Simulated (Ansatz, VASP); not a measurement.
**CdTe in VASP and in Ansatz**

```
CELL_PARAMETERS angstrom
3.22848 3.22848 0.00000
-3.22848 3.22848 0.00000
0.00000 3.22848 3.26671
ATOMIC_POSITIONS crystal
Cd 0.00000 0.00000 0.00000
Te 0.75000 0.25000 0.50000
```

Change from the starting cell: film at in-plane strain -0.005.

Alike in both runs: task single point; functional PBEsol; k mesh 6 × 6 × 6; non-collinear spin, spin-orbit coupling.

|  | VASP | Ansatz |
| --- | --- | --- |
| version | VASP 6.6.1 | Ansatz 0.2.0 |
| potentials or method | VASP PAW PBE potentials, release 64 (Cd, Te), cutoff 520 eV | all-electron LAPW |
| occupations | gaussian, width 0.01 eV | fixed |

VASP gave:

| Quantity | Value |
| --- | --- |
| pressure (GPa) | 0.3 |
| traceless stress, the component that is largest in VASP (GPa) | -0.14 |
| net moment per atom (μB) | 0.00 |

Problem. Which values does Ansatz return?

Solution. Pressure (GPa): 0.2; traceless stress, the component that is largest in VASP (GPa): -0.14; net moment per atom (μB): 0.00.

VASP's potentials were made for PBE, not for PBEsol. Ansatz ran all-electron here, and VASP with PAW potentials.
